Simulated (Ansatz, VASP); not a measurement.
One calculation of Sc, two programs

```
CELL_PARAMETERS angstrom
3.33092 0.00000 0.00000
-1.66546 2.88466 0.00000
0.00000 0.00000 5.19101
ATOMIC_POSITIONS crystal
Sc 0.33333 0.66667 0.25000
Sc 0.66667 0.33333 0.75000
```

Alike in both runs: functional r2SCAN; k mesh 12 × 12 × 8; occupations gaussian, width 0.1 eV; no spin polarisation.

Ansatz relaxed the structure, and its values are those at the end. VASP's run is a single point on that final structure, the one shown.

```csv
,VASP,Ansatz
version,VASP 6.6.1,Ansatz 0.2.0
potentials or method,"VASP PAW PBE potentials, release 64 (Sc_sv), cutoff 520 eV","scalar-relativistic, plane waves, PAW"
valence electrons in the cell,22,22
```

|  | VASP | Ansatz | Ansatz less VASP |
| --- | --- | --- | --- |
| gap on the k mesh at the Fermi level (eV) | none | none | - |
| pressure (GPa) | 0.1 | 0.0 | -0.11 |

VASP's potentials were made for PBE, not for r2SCAN. A gap of «none» marks a metal or a gap that the smearing closes.
